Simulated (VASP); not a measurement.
Set up this calculation in VASP 6.6.1, as the native input.

```yaml
Task: single point
Functional: LDA
Potentials_or_basis: VASP PAW LDA potentials, release 64 (V_sv, H)
Cutoff: 520 eV
k_mesh: 9 × 9 × 4
Occupations: gaussian, width 0.02 eV
Spin: collinear spin, ferromagnetic start
Starting_moments: "[1.5, 1.5, 0.0, 0.0] μB"
Dipole_correction: no
Further_INCAR_settings: ALGO = Normal; EDIFF = 1e-06; NBANDS = 26
```

The structure of VH lies in POSCAR:

```
VH
1.0
    2.6782246288      0.0000000000      0.0000000000
   -1.3391123144      2.3194105656      0.0000000000
    0.0000000000      0.0000000000      4.8324820954
V H
2 2
Direct
    0.0000000000      0.0000000000      0.0000000000
    0.0000000000      0.0000000000      0.5000000000
    0.6666666667      0.3333333333      0.7500000000
    0.3333333333      0.6666666667      0.2500000000
```

These files were run (other wordings do the same):

INCAR

```
PREC     = Accurate       # precision mode
ENCUT    = 520            # plane-wave cutoff, eV
EDIFF    = 1E-6           # SCF threshold, eV
ISMEAR   = 0              # smearing method
SIGMA    = 0.02           # smearing width, eV
LREAL    = False          # projectors in reciprocal space
LASPH    = True           # aspherical terms in the spheres
NELM     = 150            # most SCF steps
ALGO     = Normal         # electronic algorithm
ISIF     = 2              # what is computed and relaxed
LWAVE    = False          # write WAVECAR
LCHARG   = False          # write CHGCAR
ISPIN    = 2              # spin polarisation
MAGMOM   = 1.5 1.5 0 0    # initial moments
LORBIT   = 11             # projections on sites
LMAXMIX  = 4              # l up to which the mixer works
NBANDS   = 26             # bands
```

KPOINTS

```
Automatic mesh
0
Gamma
  9 9 4
```

Potentials or basis: VASP PAW LDA potentials, release 64 (V_sv, H).

Launch:

```sh
$ cat potpaw_LDA.64/V_sv/POTCAR potpaw_LDA.64/H/POTCAR > POTCAR
$ mpirun -np 1 vasp_std > vasp.out
```

Results of the run:

```json
{
  "Pressure": "0.4 GPa",
  "Net moment": "0.22 μB per cell",
  "Site moments": "V +0.10; H -0.00 μB",
  "Valence electrons inside the program's atomic spheres": "V 11.83; H 0.56"
}
```

Run time: 19 s on 1 thread of Intel(R) Xeon(R) 6975P-C (Granite Rapids), on a shared host, peak memory 0.16 GiB.
